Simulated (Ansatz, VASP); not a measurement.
# Si6Cl in VASP and in Ansatz

```
CELL_PARAMETERS angstrom
7.73507 0.00000 0.00000
0.00000 5.46952 0.00000
0.00000 0.00000 21.72384
ATOMIC_POSITIONS crystal
Si 0.25000 0.00000 0.18413
Si 0.75000 0.00000 0.18413
Si 0.00000 0.25000 0.18413
Si 0.50000 0.25000 0.18413
Si 0.00000 0.50244 0.27104
Si 0.50000 0.50244 0.27104
Si 0.25000 0.74756 0.27104
Si 0.75000 0.74756 0.27104
Si 0.25000 0.00986 0.35555
Si 0.75000 0.00986 0.35555
Si 0.00000 0.24014 0.35555
Si 0.50000 0.24014 0.35555
Cl 0.00000 0.83617 0.49364
Cl 0.00000 0.18355 0.49364
```

Alike in both runs: task single point; functional PBE; k mesh 4 × 5 × 1; occupations gaussian, width 0.05 eV; no spin polarisation.

```csv
,VASP,Ansatz
version,VASP 6.6.1,Ansatz 0.2.0
potentials or method,"VASP PAW PBE potentials, release 64 (Si, Cl), cutoff 520 eV","scalar-relativistic, plane waves, PAW"
valence electrons in the cell,62,62
```

VASP gave:

| Quantity | Value |
| --- | --- |
| gap on the k mesh at the Fermi level (eV) | none |
| rms of the force components (eV/Å) | 0.600 |

Which values does Ansatz return?

gap on the k mesh at the Fermi level (eV): none; rms of the force components (eV/Å): 0.675.

Atom by atom the forces differ by 0.081 eV/Å (rms over components). A gap of «none» marks a metal or a gap that the smearing closes.
